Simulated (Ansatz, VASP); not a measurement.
**SiC: VASP beside Ansatz**

The input INCAR:

```
PREC = Accurate ; ENCUT = 520
EDIFF = 1E-6 ; ISMEAR = -1
SIGMA = 0.08 ; LREAL = F
LASPH = T ; NELM = 80
ALGO = Normal ; ISIF = 2
LWAVE = F ; LCHARG = F
GGA = PS ; NBANDS = 16
```

The input KPOINTS:

```
Automatic mesh
0
Gamma
  15 15 8
```

Contents of POSCAR:

```
SiC
1.0
    3.0963696491      0.0000000000      0.0000000000
   -1.5481848246      2.6815347757      0.0000000000
    0.0000000000      0.0000000000      5.0814314379
Si C
2 2
Direct
    0.3333333333      0.6666666667      0.0000000000
    0.6666666667      0.3333333333      0.5000000000
    0.3333333333      0.6666666667      0.3850000000
    0.6666666667      0.3333333333      0.8850000000
```

Input for Ansatz:

```yaml
crystal:
  lattice:
    - [3.0963696491, 0.0, 0.0]
    - [-1.5481848246, 2.6815347757, 0.0]
    - [0.0, 0.0, 5.0814314379]
  atoms:
    - { symbol: Si, position: [0.3333333333, 0.6666666667, 0.0] }
    - { symbol: Si, position: [0.6666666667, 0.3333333333, 0.5] }
    - { symbol: C, position: [0.3333333333, 0.6666666667, 0.385] }
    - { symbol: C, position: [0.6666666667, 0.3333333333, 0.885] }
kpoints:
  mp_grid: { grid: [15, 15, 8] }
  band_path:
    path:
      - [0.0, 0.0, 0.0]
      - [0.5, 0.0, 0.0]
      - [0.3333333333, 0.3333333333, 0.0]
      - [0.0, 0.0, 0.0]
      - [0.0, 0.0, 0.5]
      - [0.5, 0.0, 0.5]
      - [0.3333333333, 0.3333333333, 0.5]
      - [0.0, 0.0, 0.5]
      - [0.5, 0.0, 0.5]
    npoints: 5
scf:
  occupations: { method: fermi_dirac, width: 0.08 }
hamiltonian:
  xc: pbesol
  pseudopotentials: { kind: all_electron, lapw: { basis_error: 0.001 } }
output:
  forces: true
  stress: true
  eigenvalues: true
```

Change from the starting cell: volume scaled by 1.02.

Alike in both runs: task single point; functional PBEsol; k mesh 15 × 15 × 8; occupations fermi-dirac, width 0.08 eV; no spin polarisation.

|  | VASP | Ansatz |
| --- | --- | --- |
| version | VASP 6.6.1 | Ansatz 0.2.0 |
| potentials or method | VASP PAW PBE potentials, release 64 (Si, C), cutoff 520 eV | all-electron LAPW, scalar-relativistic |

Ansatz gave:

```
pressure (GPa)                                                : -4.0
traceless stress, the component that is largest in VASP (GPa) : -2.69
rms of the force components (eV/Å)                            : 0.413
```

**Question.** What did VASP give for the same quantities?

**Answer.** Pressure (GPa): -3.7; traceless stress, the component that is largest in VASP (GPa): -2.77; rms of the force components (eV/Å): 0.416.

VASP's potentials were made for PBE, not for PBEsol. Atom by atom the forces differ by 0.003 eV/Å (rms over components). Ansatz ran all-electron here, and VASP with PAW potentials.
